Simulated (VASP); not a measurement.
# InSb in VASP: notebook, part 2 of 3

VASP 6.6.1. Earlier steps stand in the parts before.

## (3) Electric field gradients, PBE

This run uses another cell than the first one, of 36.02 Å³/atom, 1.039 times its volume.

The input, INCAR:

```
PREC = Accurate
ENCUT = 520
EDIFF = 1E-8
ISMEAR = -1
SIGMA = 0.03
LREAL = F
LASPH = T
NELM = 100
ALGO = Normal
ISIF = 2
LWAVE = F
LCHARG = F
GGA = PE
LEFG = T
NBANDS = 16
```

The input, KPOINTS:

```
regular mesh
0
Gamma
  10 10 10
```

The input, POSCAR:

```
InSb
1.0
    0.0000000000      3.3026278931      3.3026278931
    3.3026278931      0.0000000000      3.3026278931
    3.3026278931      3.3026278931      0.0000000000
In Sb
1 1
Direct
    0.0000000000      0.0000000000      0.0000000000
    0.7500000000      0.7500000000      0.7500000000
```

Potentials or basis: VASP PAW PBE potentials, release 64 (In_d, Sb).

Command:

```console
> cat potpaw_PBE.64/In_d/POTCAR potpaw_PBE.64/Sb/POTCAR > POTCAR
> mpirun -np 1 vasp_std > vasp.out
```

OUTCAR:

```text
PREC = Accurate
   ENCUT = 520
   EDIFF = 1E-8
   ISMEAR = -1
   LREAL = F
   LASPH = T
   NELM = 100
   ISIF = 2
   GGA = PE

 ion  position               nearest neighbor table
   1  0.000  0.000  0.000-   2 2.86   2 2.86   2 2.86   2 2.86
   2  0.750  0.750  0.750-   1 2.86   1 2.86   1 2.86   1 2.86

  LATTYP: Found a face centered cubic cell.
 ALAT       =     6.6052557862

  Lattice vectors:

 A1 = (   0.0000000000,   3.3026278931,   3.3026278931)
 A2 = (   3.3026278931,   0.0000000000,   3.3026278931)
 A3 = (   3.3026278931,   3.3026278931,   0.0000000000)

Analysis of symmetry for initial positions (statically):
=====================================================================
 Subroutine PRICEL returns:
 Original cell was already a primitive cell.

 Routine SETGRP: Setting up the symmetry group for a
 face centered cubic supercell.

 Subroutine GETGRP returns: Found 24 space group operations
 (whereof 24 operations were pure point group operations)
 out of a pool of 48 trial point group operations.

The static configuration has the point symmetry T_d .

Analysis of symmetry for dynamics (positions and initial velocities):
=====================================================================
 Subroutine PRICEL returns:
 Original cell was already a primitive cell.

 Routine SETGRP: Setting up the symmetry group for a
 face centered cubic supercell.

 Subroutine GETGRP returns: Found 24 space group operations
 (whereof 24 operations were pure point group operations)
 out of a pool of 48 trial point group operations.
[... 156 lines left out ...]
  band No.  band energies     occupation
      1      -9.9798      2.00000
      2      -9.9798      2.00000
      3      -9.9798      2.00000
      4      -9.9098      2.00000
      5      -9.9098      2.00000
      6      -5.8522      2.00000
[... 433 lines left out ...]
      3      -9.9526      2.00000
      4      -9.9202      2.00000
      5      -9.9041      2.00000
      6      -4.6147      2.00000
[... 8 lines left out ...]
     15      13.9746      0.00000
     16      14.3390      0.00000

 [... further k-points ...]

------------------------ aborting loop because EDIFF is reached ----------------------------------------

  FORCE on cell =-STRESS in cart. coord.  units (eV):
  Direction    XX          YY          ZZ          XY          YZ          ZX
  --------------------------------------------------------------------------------------
  -------------------------------------------------------------------------------------
  Total        0.2224174      0.2224174      0.2224174     -0.0000000      0.0000000     -0.0000000
  in kB        4.9461866      4.9461866      4.9461866     -0.0000000      0.0000000     -0.0000000
  external PRESSURE =       4.9461866 kB  Pullay stress =       0.0000000 kB

 VOLUME and BASIS-vectors are now :
 -----------------------------------------------------------------------------
  energy-cutoff  :      520.00
  volume of cell :       72.05
      direct lattice vectors                 reciprocal lattice vectors
     0.000000000  3.302627893  3.302627893    -0.151394591  0.151394591  0.151394591
     3.302627893  0.000000000  3.302627893     0.151394591 -0.151394591  0.151394591
     3.302627893  3.302627893  0.000000000     0.151394591  0.151394591 -0.151394591

 POSITION                                       TOTAL-FORCE (eV/Angst)
 -----------------------------------------------------------------------------------
      0.00000      0.00000      0.00000        -0.000000     -0.000000     -0.000000
      4.95394      4.95394      4.95394         0.000000      0.000000      0.000000
 -----------------------------------------------------------------------------------
    total drift:                                0.000000      0.000000      0.000000

  FREE ENERGIE OF THE ION-ELECTRON SYSTEM (eV)
  ---------------------------------------------------
  free  energy   TOTEN  =        -6.9506904735 eV

  energy  without entropy=       -6.9505319468  energy(sigma->0) =       -6.95061121

 Electric field gradients (V/A^2)
---------------------------------------------------------------------
 ion       V_xx      V_yy      V_zz      V_xy      V_xz      V_yz
---------------------------------------------------------------------
   1       0.000    -0.000    -0.000     0.002     0.002     0.002
   2       0.000     0.000    -0.000     0.000     0.000     0.000
---------------------------------------------------------------------

 Electric field gradients after diagonalization (V/A^2)
 (convention: |V_zz| > |V_xx| > |V_yy|)
----------------------------------------------------------------------
 ion       V_xx      V_yy      V_zz     asymmetry (V_yy - V_xx)/ V_zz
----------------------------------------------------------------------
   1      -0.002    -0.002     0.005       0.000
   2      -0.000    -0.000     0.000       0.000
----------------------------------------------------------------------

           NMR quadrupolar parameters

 Cq : quadrupolar parameter    Cq=e*Q*V_zz/h
 eta: asymmetry parameters     (V_yy - V_xx)/ V_zz
 Q  : nuclear electric quadrupole moment in mb (millibarn)
----------------------------------------------------------------------
 ion       Cq(MHz)       eta       Q (mb)
----------------------------------------------------------------------
   1       0.000       0.000       1.000
   2       0.000       0.000       1.000
----------------------------------------------------------------------
```

OSZICAR:

```text
N       E                     dE             d eps       ncg     rms          rms(c)
DAV:   1     0.112005954465E+03    0.11201E+03   -0.78737E+03  1504   0.110E+03
DAV:   2     0.245065364833E+00   -0.11176E+03   -0.10845E+03  1688   0.275E+02
DAV:   3    -0.683755311282E+01   -0.70826E+01   -0.70581E+01  1936   0.718E+01
DAV:   4    -0.703942842797E+01   -0.20188E+00   -0.20184E+00  1856   0.142E+01
DAV:   5    -0.704987237355E+01   -0.10444E-01   -0.10444E-01  2304   0.265E+00    0.380E+00
DAV:   6    -0.695945671603E+01    0.90416E-01   -0.15065E-01  2160   0.565E+00    0.220E+00
DAV:   7    -0.694878860554E+01    0.10668E-01   -0.62148E-02  2024   0.222E+00    0.594E-01
DAV:   8    -0.694994178527E+01   -0.11532E-02   -0.71208E-03  2008   0.936E-01    0.220E-01
DAV:   9    -0.695057197362E+01   -0.63019E-03   -0.84413E-04  1864   0.248E-01    0.718E-02
DAV:  10    -0.695064303872E+01   -0.71065E-04   -0.55366E-05  2032   0.492E-02    0.328E-02
DAV:  11    -0.695068884168E+01   -0.45803E-04   -0.80932E-05  1712   0.565E-02    0.218E-02
DAV:  12    -0.695069001909E+01   -0.11774E-05   -0.13280E-06  1952   0.789E-03    0.668E-03
DAV:  13    -0.695069075872E+01   -0.73962E-06   -0.16109E-06  1744   0.816E-03    0.454E-03
DAV:  14    -0.695069046408E+01    0.29463E-06   -0.85937E-08  2240   0.154E-03    0.129E-03
DAV:  15    -0.695069047346E+01   -0.93789E-08   -0.13383E-08  1696   0.653E-04
   1 F= -.69506905E+01 E0= -.69506112E+01  d E =-.158527E-03
```

Run time: 75 s. Hardware: 1 thread of AMD EPYC 7R13 (Zen 3), shared host; peak memory 0.2 GiB.

What came out:

| Quantity | Value |
| --- | --- |
| Free energy | -6.9507 eV |
| Pressure | 0.5 GPa |
| Band gap on the k mesh | zero (filled and empty bands touch) |

Levels at points of the mesh, in eV from the Fermi level:
| k point | band 5 | band 6 | band 7 | band 8 | band 9 | band 10 | band 11 | band 12 | band 13 | band 14 |
| --- | --- | --- | --- | --- | --- | --- | --- | --- | --- | --- |
| (0.00, 0.00, 0.00) | -14.45 | -10.39 | -0.54 | -0.03 | -0.03 | -0.03 | 2.94 | 2.94 | 2.94 | 5.65 |
| (0.50, 0.00, 0.00) | -14.45 | -9.17 | -5.39 | -0.95 | -0.95 | 0.41 | 3.77 | 3.77 | 6.09 | 7.93 |
| (0.50, 0.50, 0.00) | -14.44 | -8.63 | -5.70 | -2.10 | -2.10 | 1.33 | 1.42 | 7.78 | 7.78 | 8.40 |

Caveat: without QUAD_EFG the Cq values of the log hold for a quadrupole moment of 1 mb, not for the nuclei; spin-orbit coupling is left out, which moves the levels of the heavy elements.

[end of part 2 of 3]
